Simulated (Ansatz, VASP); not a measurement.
## One calculation of Co, two programs

INCAR

```
ALGO = Normal
EDIFF = 1E-6
ENCUT = 600
GGA = CA
GGA_COMPAT = F
ISIF = 2
ISMEAR = -1
ISPIN = 2
LASPH = T
LCHARG = F
LMAXMIX = 4
LORBIT = 11
LREAL = F
LWAVE = F
MAGMOM = 1.558 1.558
NBANDS = 28
NELM = 200
PREC = Accurate
SIGMA = 0.05
```

File KPOINTS:

```
k-points
0
Gamma
  2 2 2
```

POSCAR

```
Co
1.0
    2.4273810165      0.0000000000      0.0000000000
   -1.2136905082      2.1021736250      0.0000000000
    0.0000000000      0.0000000000      3.9230481332
Co
2
Direct
    0.3333333333      0.6666666667      0.2500000000
    0.6666666667      0.3333333333      0.7500000000
```

Input for Ansatz:

```yaml
crystal:
  lattice:
    - [2.4273810165, 0.0, 0.0]
    - [-1.2136905082, 2.102173625, 0.0]
    - [0.0, 0.0, 3.9230481332]
  atoms:
    - { symbol: Co, position: [0.3333333333, 0.6666666667, 0.25], spin: 1.558 }
    - { symbol: Co, position: [0.6666666667, 0.3333333333, 0.75], spin: 1.558 }
hamiltonian:
  xc: lda
  pseudopotentials:
    kind: paw
    azcp:
      Co: "pseudopotentials/Co.paw.azcp"
basis:
  ecutwfc: 420
  fft_grid_basis: typed
kpoints:
  mp_grid: { grid: [2, 2, 2], shift: [0, 0, 0] }
magnetization:
  spin_polarized: true
scf:
  occupations: { method: fermi_dirac, width: 0.05 }
  lower_state_search: "off"
output:
  stress: true
```

Alike in both runs: task single point; functional LDA; k mesh 2 × 2 × 2; occupations fermi-dirac, width 0.05 eV; collinear spin.

|  | VASP | Ansatz |
| --- | --- | --- |
| version | VASP 6.6.1 | Ansatz 0.2.0 |
| potentials or method | VASP PAW LDA potentials, release 64 (Co_sv), cutoff 600 eV | plane waves (420 eV) with PAW, scalar-relativistic |
| valence electrons in the cell | 34 | 34 |

|  | VASP | Ansatz | Ansatz less VASP |
| --- | --- | --- | --- |
| pressure (GPa) | 8.4 | 11.7 | +3.32 |
| traceless stress, the component that is largest in VASP (GPa) | 5.42 | 5.37 | -0.045 |
| net moment per atom (μB) | 1.50 | 1.50 | 0.000 |
| size of the moment on the site where the two differ most (μB) | 1.54 | 1.55 | +0.014 |

Ansatz warns that its potentials were made for another functional, while VASP's fit it. LDA's correlation is that of Perdew and Zunger in VASP and of Perdew and Wang (1992) in Ansatz. Site moments also hang on the region over which each program counts them.

The k mesh is coarse, so the values compare programs but aren't converged.
